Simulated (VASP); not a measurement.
# Cd3HgSe4 (I-42m) in VASP: relaxation of cell and atoms with PBE

Aim: the relaxation of cell and atoms of Cd3HgSe4 with PBE.

Everything below comes from runs of VASP 6.6.1. Logs are shortened: lines on timing, memory, paths and dates and some standing lists are left out, and cuts for length are marked.

### 1 The cell of the first run

Symmetry: I-42m, No. 121, tetragonal system. Conventional cell: a = 5.963 Å, b = 5.963 Å, c = 11.927 Å, α = 90.00°, β = 90.00°, γ = 90.00°. Cd (site symmetry -42m) has 4 Se at 2.58 Å within 3.4 Å. Within 3.4 Å of Cd (site symmetry -4) lie 4 Se at 2.58 Å. Hg (site symmetry -42m) has 4 Se at 2.58 Å within 3.4 Å. Within 3.4 Å of Se (site symmetry m) lie 3 Cd at 2.58 Å and 1 Hg at 2.58 Å.

### 2 Relaxation of cell and atoms, PBE

INCAR reads:

```
  PREC = Accurate
  ENCUT = 600
  EDIFF = 1E-6
  ISMEAR = 0
  SIGMA = 0.1
  LREAL = F
  LASPH = T
  NELM = 60
  ALGO = Normal
  ISIF = 3
  LWAVE = F
  LCHARG = F
  GGA = PE
  IBRION = 2
  NSW = 90
  EDIFFG = -0.04
```

KPOINTS reads:

```
regular mesh
0
Gamma
  4 4 4
```

POSCAR reads:

```
Cd3HgSe4
1.0
   -2.9816376200      2.9816376200      5.9632752300
    2.9816376200     -2.9816376200      5.9632752300
    2.9816376200      2.9816376200     -5.9632752300
Cd Hg Se
3 1 4
Direct
    0.5000000000      0.5000000000      0.0000000000
    0.2500000000      0.7500000000      0.5000000000
    0.7500000000      0.2500000000      0.5000000000
    0.0000000000      0.0000000000      0.0000000000
    0.8750000000      0.8750000000      0.5000000000
    0.3750000000      0.3750000000      0.5000000000
    0.1250000000      0.6250000000      0.0000000000
    0.6250000000      0.1250000000      0.0000000000
```

Potentials or basis: VASP PAW PBE potentials, release 64 (Cd, Hg, Se).

The run is started by

```sh
> cat potpaw_PBE.64/Cd/POTCAR potpaw_PBE.64/Hg/POTCAR potpaw_PBE.64/Se/POTCAR > POTCAR
> mpirun -np 1 vasp_std > vasp.out
```

OUTCAR:

```text
PREC = Accurate
   ENCUT = 600
   EDIFF = 1E-6
   ISMEAR = 0
   LREAL = F
   LASPH = T
   NELM = 60
   ISIF = 3
   GGA = PE
   IBRION = 2
   NSW = 90
   EDIFFG = -0.04

 ion  position               nearest neighbor table
   1  0.500  0.500  0.000-   5 2.58   7 2.58   8 2.58   6 2.58
   2  0.250  0.750  0.500-   5 2.58   6 2.58   8 2.58   7 2.58
   3  0.750  0.250  0.500-   5 2.58   6 2.58   7 2.58   8 2.58
   4  0.000  0.000  0.000-   6 2.58   7 2.58   8 2.58   5 2.58
   5  0.875  0.875  0.500-   2 2.58   3 2.58   4 2.58   1 2.58
   6  0.375  0.375  0.500-   1 2.58   2 2.58   3 2.58   4 2.58
   7  0.125  0.625  0.000-   1 2.58   2 2.58   4 2.58   3 2.58
   8  0.625  0.125  0.000-   1 2.58   3 2.58   4 2.58   2 2.58

  LATTYP: Found a body centered tetragonal cell.
 ALAT       =     5.9632752400
 C/A-ratio  =     1.9999999966

  Lattice vectors:

 A1 = (  -2.9816376200,   2.9816376200,   5.9632752300)
 A2 = (   2.9816376200,  -2.9816376200,   5.9632752300)
 A3 = (   2.9816376200,   2.9816376200,  -5.9632752300)

Analysis of symmetry for initial positions (statically):
=====================================================================
 Subroutine PRICEL returns:
 Original cell was already a primitive cell.

 Routine SETGRP: Setting up the symmetry group for a
 body centered tetragonal supercell.

 Subroutine GETGRP returns: Found  8 space group operations
 (whereof  8 operations were pure point group operations)
 out of a pool of 16 trial point group operations.

The static configuration has the point symmetry D_2d.

Analysis of symmetry for dynamics (positions and initial velocities):
=====================================================================
 Subroutine PRICEL returns:
 Original cell was already a primitive cell.

 Routine SETGRP: Setting up the symmetry group for a
 body centered tetragonal supercell.

 Subroutine GETGRP returns: Found  8 space group operations
 (whereof  8 operations were pure point group operations)
 out of a pool of 16 trial point group operations.

The dynamic configuration has the point symmetry D_2d.

 Subroutine INISYM returns: Found  8 space group operations
 (whereof  8 operations are pure point group operations),
 and found     1 'primitive' translations

----------------------------------------------------------------------------------------

                                     Primitive cell

  volume of cell :     212.0580

  direct lattice vectors                    reciprocal lattice vectors
    -2.981637620  2.981637620  5.963275230     0.000000000  0.167693081  0.083846541
     2.981637620 -2.981637620  5.963275230     0.167693081  0.000000000  0.083846541
     2.981637620  2.981637620 -5.963275230     0.167693081  0.167693081  0.000000000

  length of vectors
     7.303490759  7.303490759  7.303490759     0.187486565  0.187486565  0.237153830

  position of ions in fractional coordinates (direct lattice)
     0.500000000  0.500000000  0.000000000
     0.250000000  0.750000000  0.500000000
     0.750000000  0.250000000  0.500000000
     0.000000000  0.000000000  0.000000000
     0.875000000  0.875000000  0.500000000
     0.375000000  0.375000000  0.500000000
     0.125000000  0.625000000  0.000000000
     0.625000000  0.125000000  0.000000000

  ion indices of the primitive-cell ions
   primitive index   ion index
                 1           1
                 2           2
                 3           3
                 4           4
                 5           5
                 6           6
                 7           7
                 8           8

----------------------------------------------------------------------------------------

 KPOINTS: regular mesh

Automatic generation of k-mesh.
 Grid dimensions read from file:
 generate k-points for:    4    4    4

 Generating k-lattice:

  Cartesian coordinates                     Fractional coordinates (reciprocal lattice)
     0.000000000  0.041923270  0.020961635     0.250000000  0.000000000  0.000000000
     0.041923270  0.000000000  0.020961635     0.000000000  0.250000000  0.000000000
     0.041923270  0.041923270  0.000000000     0.000000000  0.000000000  0.250000000

  Length of vectors
     0.046871641  0.046871641  0.059288457

  Shift w.r.t. Gamma in fractional coordinates (k-lattice)
     0.000000000  0.000000000  0.000000000

 Subroutine IBZKPT returns following result:
 ===========================================

 Found     13 irreducible k-points:

 Following reciprocal coordinates:
            Coordinates               Weight
  0.000000  0.000000  0.000000      1.000000
  0.250000  0.000000 -0.000000      8.000000
  0.500000  0.000000 -0.000000      4.000000
  0.250000  0.250000 -0.000000      8.000000
  0.500000  0.250000 -0.000000     16.000000
 -0.250000  0.250000  0.000000      4.000000
  0.500000  0.500000 -0.000000      2.000000
  0.250000  0.250000  0.250000      2.000000
 -0.250000  0.250000  0.250000      4.000000
  0.500000  0.500000  0.250000      4.000000
 -0.250000  0.500000  0.250000      8.000000
 -0.250000 -0.250000  0.250000      2.000000
  0.500000  0.500000  0.500000      1.000000
   k-points           NKPTS =     13   k-points in BZ     NKDIM =     13   number of bands    NBANDS=     43
   number of dos      NEDOS =    301   number of ions     NIONS =      8
   total plane-waves  NPLWV = 216000
   dimension x,y,z NGX =    60 NGY =   60 NGZ =   60
   dimension x,y,z NGXF=   120 NGYF=  120 NGZF=  120
   ions per type =               3   1   4
   NGX,Y,Z   is equivalent  to a cutoff of  13.66, 13.66, 13.66 a.u.
   NGXF,Y,Z  is equivalent  to a cutoff of  27.32, 27.32, 27.32 a.u.
 SYSTEM =  unknown system
   PREC   = accura    normal or accurate (medium, high low for compatibility)
   ISTART =      0    job   : 0-new  1-cont  2-samecut
   ICHARG =      2    charge: 1-file 2-atom 10-const
   ISPIN  =      1    spin polarized calculation?
   LNONCOLLINEAR =      F non collinear calculations
   LSORBIT =      F    spin-orbit coupling
   LASPH  =      T    aspherical Exc in radial PAW
   ENCUT  =  600.0 eV  44.10 Ry    6.64 a.u.  14.59 14.59 14.59*2*pi/ulx,y,z
   NELM   =     60;   NELMIN=  2; NELMDL= -5     # of ELM steps
   EDIFF  = 0.1E-05   stopping-criterion for ELM
   LREAL  =      F    real-space projection
   EDIFFG = -.4E-01   stopping-criterion for IOM
   NSW    =     90    number of steps for IOM
   IBRION =      2    ionic relax: 0-MD 1-quasi-New 2-CG
   NFREE  =      1    steps in history (QN), initial steepest desc. (CG)
   ISIF   =      3    stress and relaxation
   ISYM   =      2    0-nonsym 1-usesym 2-fastsym
   POTIM  = 0.5000    time-step for ionic-motion
   TEBEG  =    0.0;   TEEND  =   0.0 temperature during run
   PSTRESS=    0.0 pullay stress
   NELECT =      72.0000    total number of electrons
   NUPDOWN=      -1.0000    fix difference up-down
   EMIN   =  10.00;   EMAX   =-10.00  energy-range for DOS
   EFERMI =   0.00;   METHOD = LEGACY
   ISMEAR =     0;   SIGMA  =   0.10  broadening in eV -4-tet -1-fermi 0-gaus
   EFERMI_NEDOS =   21; number of points for ismear=-14 and -15
   IALGO  =     38    algorithm
   IMIX   =      4    mixing-type and parameters
     AMIX     =   0.40;   BMIX     =  1.00
     AMIX_MAG =   1.60;   BMIX_MAG =  1.00
  volume/ion in A,a.u.               =      26.51       178.88
  Fermi-wavevector in a.u.,A,eV,Ry     =   1.142091  2.158240 17.747065  1.304372
  Thomas-Fermi vector in A             =   2.278790
   LORBIT       =      0    0 simple, 1 ext, 2 COOP (PROOUT), +10 PAW based schemes
   GGA     = PE    functional components
   LHFCALC =     F    Hartree Fock is set to
   AEXX    =    0.0000 exact exchange contribution
   IVDW    =     0    specifies the selected vdW correction
   LEPSILON=     F    determine dielectric tensor
   LRPA    =     F    only Hartree local field effects (RPA)
 conjugate gradient relaxation of ions
 non-spin polarized calculation
 Gauss-broadening in eV      SIGMA  =   0.10
  energy-cutoff  :      600.00
  volume of cell :      212.06
 maximum number of plane-waves:      7104
 NGX is ok and might be reduce to    60
   NGX = 29   NGY = 29   NGZ = 29

--------------------------------------- Ionic step        1  -------------------------------------------

 number of electron      72.0000005 magnetization

 Free energy of the ion-electron system (eV)
  ---------------------------------------------------
  ext. energy  EPLUGINS =         0.00000000
  ---------------------------------------------------
  free energy    TOTEN  =       -19.93464307 eV

  energy without entropy =      -19.93443352  energy(sigma->0) =      -19.93453829

------------------------ aborting loop because EDIFF is reached ----------------------------------------

  FORCE on cell =-STRESS in cart. coord.  units (eV):
  Direction    XX          YY          ZZ          XY          YZ          ZX
  --------------------------------------------------------------------------------------
  -------------------------------------------------------------------------------------
  Total       10.1184894     10.1184894     10.1250059      0.0000000      0.0000000     -0.0000000
  in kB       76.4489809     76.4489809     76.4982156      0.0000000      0.0000000     -0.0000000
  external PRESSURE =      76.4653925 kB  Pullay stress =       0.0000000 kB
[... 195 lines left out ...]
  energy  without entropy=      -20.5468095657  energy(sigma->0) =      -20.54797957

--------------------------------------- Ionic step        6  -------------------------------------------

 number of electron      72.0000005 magnetization

 Free energy of the ion-electron system (eV)
  ---------------------------------------------------
  ext. energy  EPLUGINS =         0.00000000
  ---------------------------------------------------
  free energy    TOTEN  =       -20.55005720 eV

  energy without entropy =      -20.54773644  energy(sigma->0) =      -20.54889682

 E-fermi :   0.6559     XC(G=0):  -8.6089

 val. band max:        0.5793911661   @ k =   0.0000   0.0000   0.0000
 cond. band min:       0.6718517987   @ k =   0.0000   0.0000   0.0000
 fundamental gap:      0.0924606326
 Fermi energy:         0.6558850962

 k-point     1 :       0.0000    0.0000    0.0000
  band No.  band energies     occupation
      1     -11.8354      2.00000
      2     -11.3919      2.00000
      3     -11.3919      2.00000
      4     -11.3915      2.00000
      5      -7.2173      2.00000
      6      -7.2173      2.00000
[... 622 lines left out ...]
  FREE ENERGIE OF THE ION-ELECTRON SYSTEM (eV)
  ---------------------------------------------------
  free  energy   TOTEN  =       -20.5500571993 eV

  energy  without entropy=      -20.5477364410  energy(sigma->0) =      -20.54889682

 reached required accuracy - stopping structural energy minimisation
```

It took 24 min on 1 thread of Intel Xeon 8259CL, shared host; peak memory 0.63 GiB.

What came out:

* Free energy: -20.5501 eV
* Relaxed volume: 30.17 Å³/atom
* Relaxed cell: a = 7.626 Å, b = 7.626 Å, c = 7.626 Å, α = 131.82°, β = 131.82°, γ = 70.52°
* Space group after relaxing (to 0.1 Å): I-42m (No. 121)
* Energy gained by relaxing: 76.9 meV/atom
* Ionic steps: 6
* Pressure after relaxing: -0.1 GPa
* Largest force after relaxing: 0.004 eV/Å
* Band gap on the k mesh: 0.09 eV

Forces on the atoms (eV/Å):
```
Cd   0.000  0.000  0.000
Cd   0.000  0.000  0.000
Cd   0.000  0.000  0.000
Hg   0.000  0.000  0.000
Se  -0.002 -0.002 -0.003
Se   0.002  0.002 -0.003
Se  -0.002  0.002  0.003
Se   0.002 -0.002  0.003
```

Step by step:
| step | energy change (eV) | largest force (eV/Å) | pressure (GPa) | volume (Å³) |
| --- | --- | --- | --- | --- |
| 1 | 0.0000 | 0.2093 | 7.65 | 212.06 |
| 2 | -0.5361 | 0.0555 | -1.94 | 253.30 |
| 3 | -0.6135 | 0.0823 | 0.02 | 240.85 |
| 4 | -0.6135 | 0.0807 | -0.09 | 241.45 |
| 5 | -0.6145 | 0.0544 | -0.08 | 241.41 |
| 6 | -0.6154 | 0.0042 | -0.06 | 241.33 |

Final structure:
```
Cd Hg Se
1.0
    -3.11279    3.11279    6.22653
     3.11279   -3.11279    6.22653
     3.11279    3.11279   -6.22653
Cd Hg Se
3 1 4
Direct
  0.50000 0.50000 0.00000
  0.25000 0.75000 0.50000
  0.75000 0.25000 0.50000
  0.00000 0.00000 0.00000
  0.87411 0.87411 0.49639
  0.37773 0.37773 0.50361
  0.12589 0.62227 0.00000
  0.62227 0.12589 0.00000
```

Levels at points of the mesh, in eV from the valence-band top:
```csv
k point,band 32,band 33,band 34,band 35,band 36,band 37,band 38,band 39,band 40,band 41
"(0.00, 0.00, 0.00)",-1.72,-1.72,0.00,0.00,0.00,0.09,3.24,3.28,4.33,4.65
"(0.50, 0.00, 0.00)",-1.37,-1.28,-1.25,-0.78,-0.65,2.62,3.14,3.87,4.10,4.77
"(0.50, 0.50, 0.00)",-0.79,-0.74,-0.67,-0.63,-0.61,1.64,2.23,3.21,3.45,5.78
"(0.50, 0.50, 0.50)",-1.67,-1.03,-1.03,-0.87,-0.87,2.45,3.00,3.24,3.24,3.40
```

Caveat: spin-orbit coupling is left out, which moves the levels of the heavy elements.
